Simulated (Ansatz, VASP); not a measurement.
SiO2 in VASP and in Ansatz

File INCAR:

```
SYSTEM = SiO2
PREC = Accurate ; ENCUT = 600
EDIFF = 1E-6 ; ISMEAR = 0
SIGMA = 0.02 ; LREAL = .FALSE.
LASPH = .TRUE. ; NELM = 100
ALGO = Normal ; ISIF = 3
LWAVE = .FALSE. ; LCHARG = .FALSE.
GGA = PS ; IBRION = 2
NSW = 100 ; EDIFFG = -0.005
```

KPOINTS

```
regular mesh
0
G
  6 6 4
  0 0 0
```

POSCAR

```
SiO2
1.0
    5.0808357494      0.0000000000      0.0000000000
   -2.5404178747      4.4001328314      0.0000000000
    0.0000000000      0.0000000000      5.5587858921
Si O
3 6
Direct
    0.5000000000      0.0000000000      0.0000000000
    0.5000000000      0.5000000000      0.3333333333
    0.0000000000      0.5000000000      0.6666666667
    0.4159447596      0.2079723798      0.1666666667
    0.2079723798      0.4159447596      0.5000000000
    0.7920276202      0.2079723798      0.8333333333
    0.5840552404      0.7920276202      0.1666666667
    0.7920276202      0.5840552404      0.5000000000
    0.2079723798      0.7920276202      0.8333333333
```

Input for Ansatz:

```yaml
crystal:
  lattice:
    - [5.0808357494, 0.0, 0.0]
    - [-2.5404178747, 4.4001328314, 0.0]
    - [0.0, 0.0, 5.5587858921]
  atoms:
    - { symbol: Si, position: [0.5, 0.0, 0.0] }
    - { symbol: Si, position: [0.5, 0.5, 0.3333333333] }
    - { symbol: Si, position: [0.0, 0.5, 0.6666666667] }
    - { symbol: O, position: [0.4159447596, 0.2079723798, 0.1666666667] }
    - { symbol: O, position: [0.2079723798, 0.4159447596, 0.5] }
    - { symbol: O, position: [0.7920276202, 0.2079723798, 0.8333333333] }
    - { symbol: O, position: [0.5840552404, 0.7920276202, 0.1666666667] }
    - { symbol: O, position: [0.7920276202, 0.5840552404, 0.5] }
    - { symbol: O, position: [0.2079723798, 0.7920276202, 0.8333333333] }
basis:
  ecutwfc: 420
kpoints:
  mp_grid: { grid: [6, 6, 4] }
hamiltonian:
  xc: pbesol
scf:
  occupations: { method: gaussian, width: 0.02 }
output:
  forces: true
  stress: true
  eigenvalues: true
  write_density: true
  write_potential: true
  elf: true
  volumetric_format: npy
relax:
  adjacent_minimum: "off"
  f_tol: 0.005
  max_steps: 80
  cell: { stress_tol: 0.05 }
```

Alike in both runs: task relaxation of cell and atoms; functional PBEsol; k mesh 6 × 6 × 4; occupations gaussian, width 0.02 eV; no spin polarisation.

```csv
,VASP,Ansatz
version,VASP 6.6.1,Ansatz 0.2.0
potentials or method,"VASP PAW PBE potentials, release 64 (Si, O), cutoff 600 eV","scalar-relativistic, plane waves, PAW"
valence electrons in the cell,48,48
```

Ansatz gave:

* gap on the k mesh at the Fermi level, each at its own relaxed structure (eV): 5.55
* relaxed volume (Å³/atom): 13.80
* relaxed cell length with the largest relative difference (Å): 5.080

Task: Estimate VASP's values.

Result: gap on the k mesh at the Fermi level, each at its own relaxed structure (eV): 5.54; relaxed volume (Å³/atom): 13.83; relaxed cell length with the largest relative difference (Å): 5.084.

VASP's potentials were made for PBE, not for PBEsol.
